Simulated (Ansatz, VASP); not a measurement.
# NaF in VASP and in Ansatz

Contents of INCAR:

```
PREC = Accurate
ENCUT = 520
EDIFF = 1E-6
ISMEAR = 0
SIGMA = 0.01
LREAL = False
LASPH = True
NELM = 60
ALGO = Normal
ISIF = 2
LWAVE = False
LCHARG = False
IBRION = 2
NSW = 50
EDIFFG = -0.002
```

The input KPOINTS:

```
Automatic mesh
0
Gamma
  10 10 10
```

POSCAR

```
NaF
1.0
    0.0112589061      2.2574106733      2.2574106733
    2.2574106733      0.0112589061      2.2574106733
    2.2574106733      2.2574106733      0.0112589061
Na F
1 1
Direct
    0.0000000000      0.0000000000      0.0000000000
    0.5000000000      0.5000000000      0.5000000000
```

Input for Ansatz:

```yaml
crystal:
  lattice:
    - [0.0112589061, 2.25741067331, 2.25741067331]
    - [2.25741067331, 0.0112589061, 2.25741067331]
    - [2.25741067331, 2.25741067331, 0.0112589061]
  atoms:
    - { symbol: Na, position: [0.0, 0.0, 0.0] }
    - { symbol: F, position: [0.5, 0.5, 0.5] }
kpoints:
  mp_grid: { grid: [10, 10, 10] }
scf:
  occupations: { method: fixed }
  convergence: { dr2_threshold: 1.0e-10 }
hamiltonian:
  xc: lda
  pseudopotentials: { kind: all_electron, lapw: { basis_error: 0.0005 } }
output:
  forces: true
  stress: true
  eigenstates:
    kpoints:
      - [0.0, 0.0, 0.0]
      - [-0.5, 0.0, -0.5]
      - [0.0, -0.5, -0.5]
      - [-0.5, -0.5, 0.0]
      - [-0.5, 0.0, 0.0]
      - [0.0, -0.5, 0.0]
      - [0.0, 0.0, -0.5]
      - [-0.5, -0.5, -0.5]
relax:
  f_tol: 0.002
  max_steps: 30
```

Change from the starting cell: equal xy, yz and zx engineering shears of +0.5 %.

Alike in both runs: task relaxation of the atoms; functional LDA; k mesh 10 × 10 × 10; no spin polarisation.

```csv
,VASP,Ansatz
version,VASP 6.6.1,Ansatz 0.2.0
potentials or method,"VASP PAW LDA potentials, release 64 (Na_pv, F), cutoff 520 eV","all-electron LAPW, scalar-relativistic"
occupations,"gaussian, width 0.01 eV",fixed
```

```csv
,VASP,Ansatz,Ansatz less VASP
"gap on the k mesh at the Fermi level, each at its own relaxed structure (eV)",6.42,6.43,+0.010
```

LDA's correlation is that of Perdew and Zunger in VASP and of Perdew and Wang (1992) in Ansatz. Ansatz ran all-electron here, and VASP with PAW potentials.

Noted on VASP's run: the relaxation stopped at its first step, so nothing moved.
